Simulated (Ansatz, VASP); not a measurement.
**MoS2 in VASP and in Ansatz**

Contents of INCAR:

```
ALGO = Normal ; EDIFF = 1E-6
ENCUT = 520 ; GGA = PS
ISIF = 2 ; ISMEAR = -1
LASPH = True ; LCHARG = False
LREAL = False ; LWAVE = False
NBANDS = 35 ; NELM = 100
PREC = Accurate ; SIGMA = 0.05
```

File KPOINTS:

```
k-points
0
Gamma
  8 8 1
```

File POSCAR:

```
MoS2
1.0
    3.1845414560      0.0000000000      0.0000000000
   -1.5922707280      2.7578938003      0.0000000000
    0.0000000000      0.0000000000     21.6705347200
Mo S
2 4
Direct
    0.3333333333      0.6666666667      0.8511602300
    0.6666666667      0.3333333333      0.1488397700
    0.6666666667      0.3333333333      0.7796253900
    0.3333333333      0.6666666667      0.0772510000
    0.6666666667      0.3333333333      0.9227490000
    0.3333333333      0.6666666667      0.2203746100
```

Contents of input.yaml:

```yaml
crystal:
  lattice:
    - [3.184541456, 0.0, 0.0]
    - [-1.592270728, 2.7578938003, 0.0]
    - [0.0, 0.0, 21.67053472]
  atoms:
    - { symbol: Mo, position: [0.3333333333, 0.6666666667, 0.85116023] }
    - { symbol: Mo, position: [0.6666666667, 0.3333333333, 0.14883977] }
    - { symbol: S, position: [0.6666666667, 0.3333333333, 0.77962539] }
    - { symbol: S, position: [0.3333333333, 0.6666666667, 0.077251] }
    - { symbol: S, position: [0.6666666667, 0.3333333333, 0.922749] }
    - { symbol: S, position: [0.3333333333, 0.6666666667, 0.22037461] }
hamiltonian:
  xc: pbesol
  pseudopotentials: { kind: paw }
kpoints:
  mp_grid: { grid: [8, 8, 1] }
scf:
  occupations: { method: fermi_dirac, width: 0.05 }
output:
  forces: true
  stress: true
  eigenvalues: true
```

Alike in both runs: task single point; functional PBEsol; k mesh 8 × 8 × 1; occupations fermi-dirac, width 0.05 eV; no spin polarisation.

```csv
,VASP,Ansatz
version,VASP 6.6.1,Ansatz 0.2.0
potentials or method,"VASP PAW PBE potentials, release 64 (Mo_sv, S)",Ansatz PAW
plane-wave cutoff (eV),520,420
valence electrons in the cell,52,52
```

```tsv
	VASP	Ansatz	Ansatz less VASP
gap on the k mesh at the Fermi level (eV)	1.44	1.42	-0.014
least direct gap on the mesh (eV)	1.95	1.95	-0.004
rms of the force components (eV/Å)	0.058	0.059	+0.0010
```

VASP's potentials were made for PBE, not for PBEsol. Atom by atom the forces differ by 0.001 eV/Å (rms over components).
